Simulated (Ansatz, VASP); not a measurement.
Al: VASP beside Ansatz

```
CELL_PARAMETERS angstrom
2.17213 0.00000 0.00000
-1.08607 1.88112 0.00000
0.00000 0.00000 3.51315
ATOMIC_POSITIONS crystal
Al 0.33333 0.66667 0.25000
Al 0.66667 0.33333 0.75000
```

Change from the starting cell: volume scaled by 0.45, PAW files.

Alike in both runs: task single point; functional LDA; k mesh 15 × 15 × 8; occupations fermi-dirac, width 0.08 eV; no spin polarisation.

|  | VASP | Ansatz |
| --- | --- | --- |
| version | VASP 6.6.1 | Ansatz 0.2.0 |
| potentials or method | VASP PAW LDA potentials, release 64 (Al) | PAW with Ansatz's default frozen-core files, scalar-relativistic |
| plane-wave cutoff (eV) | 520 | 420 |
| valence electrons in the cell | 6 | 6 |

```csv
,VASP,Ansatz,Ansatz less VASP
pressure (GPa),339.1,333.2,-5.93
"traceless stress, the component that is largest in VASP (GPa)",-0.09,-0.07,+0.024
```

LDA's correlation is that of Perdew and Zunger in VASP and of Perdew and Wang (1992) in Ansatz. Both programs put the cell under a high pressure, so it lies far from rest at this level.

Noted on VASP's run: the cell as given lies far from equilibrium.
